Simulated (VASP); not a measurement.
Write the native input for VASP 6.6.1 that does the following.

```yaml
Task: electric field gradients
Functional: LDA
Potentials_or_basis: VASP PAW LDA potentials, release 64 (Pt)
Cutoff: 520 eV
k_mesh: 16 × 16 × 16
Occupations: fermi-dirac, width 0.05 eV
Spin: no spin polarisation
Dipole_correction: no
Further_INCAR_settings: ALGO = Normal; EDIFF = 1e-08; NBANDS = 11
```

The structure of Pt lies in POSCAR:

```
Pt
1.0
    0.0000000000      1.9316700328      1.9316700328
    1.9316700328      0.0000000000      1.9316700328
    1.9316700328      1.9316700328      0.0000000000
Pt
1
Direct
    0.0000000000      0.0000000000      0.0000000000
```

This cell differs from its parent crystal: volume scaled by 0.9405.

One way to write it, as run:

INCAR

```
PREC = Accurate
ENCUT = 520
EDIFF = 1E-8
ISMEAR = -1
SIGMA = 0.05
LREAL = F
LASPH = T
NELM = 100
ALGO = Normal
ISIF = 2
LWAVE = F
LCHARG = F
GGA = CA
LEFG = T
NBANDS = 11
```

KPOINTS

```
regular mesh
0
Gamma
  16 16 16
```

Potentials or basis: VASP PAW LDA potentials, release 64 (Pt).

The run is started by

```bash
$ cat potpaw_LDA.64/Pt/POTCAR > POTCAR
$ mpirun -np 1 vasp_std > vasp.out
```

Results of the run:

* Pressure: 8.6 GPa
* Band gap on the k mesh: zero (band 5 reaches 12.58 eV, above the bottom of band 6 at 10.18 eV)

Caveat: without QUAD_EFG the Cq values of the log hold for a quadrupole moment of 1 mb, not for the nuclei; spin-orbit coupling is left out, which moves the levels of the heavy elements.

It took 11 s on 1 thread of Intel(R) Xeon(R) Platinum 8559C (Emerald Rapids), on a shared host, peak memory 0.13 GiB.
